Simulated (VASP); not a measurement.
Wanted: the native input for a VASP 6.6.1 run.

```yaml
Task: single point
Functional: RPBE
Potentials_or_basis: VASP PAW PBE potentials, release 64 (Sr_sv)
Cutoff: 520 eV
k_mesh: 6 × 6 × 6
Occupations: fermi-dirac, width 0.1 eV
Spin: no spin polarisation
Dipole_correction: no
Further_INCAR_settings: ALGO = Normal; EDIFF = 1e-06; NBANDS = 17
```

The structure of Sr lies in POSCAR:

```
Sr
1.0
    0.0000000000      4.9306839815      4.9306839815
    4.9306839815      0.0000000000      4.9306839815
    4.9306839815      4.9306839815      0.0000000000
Sr
2
Direct
    0.1250000000      0.1250000000      0.1250000000
    0.8750000000      0.8750000000      0.8750000000
```

These files were run (other wordings do the same):

INCAR

```
PREC     = Accurate       # precision mode
ENCUT    = 520            # plane-wave cutoff, eV
EDIFF    = 1E-6           # SCF threshold, eV
ISMEAR   = -1             # smearing method
SIGMA    = 0.1            # smearing width, eV
LREAL    = F              # projectors in reciprocal space
LASPH    = T              # aspherical terms in the spheres
NELM     = 60             # most SCF steps
ALGO     = Normal         # electronic algorithm
ISIF     = 2              # what is computed and relaxed
LWAVE    = F              # write WAVECAR
LCHARG   = F              # write CHGCAR
GGA      = RP             # functional
NBANDS   = 17             # bands
```

KPOINTS

```
regular mesh
0
Gamma
  6 6 6
```

Potentials or basis: VASP PAW PBE potentials, release 64 (Sr_sv).

The run is started by

```sh
$ cat potpaw_PBE.64/Sr_sv/POTCAR > POTCAR
$ mpirun -np 1 vasp_std > vasp.out
```

Results of the run:

```json
{
 "Pressure": "0.0 GPa",
 "Band gap on the k mesh": "zero (band 10 reaches 0.27 eV, above the bottom of band 11 at -0.38 eV)"
}
```

Caveat: the PAW data sets were made with another functional, which shifts forces and pressure a little.

Run time: 66 s on 1 thread of Intel(R) Xeon(R) Platinum 8488C (Sapphire Rapids) (shared host), peak memory 0.4 GiB.
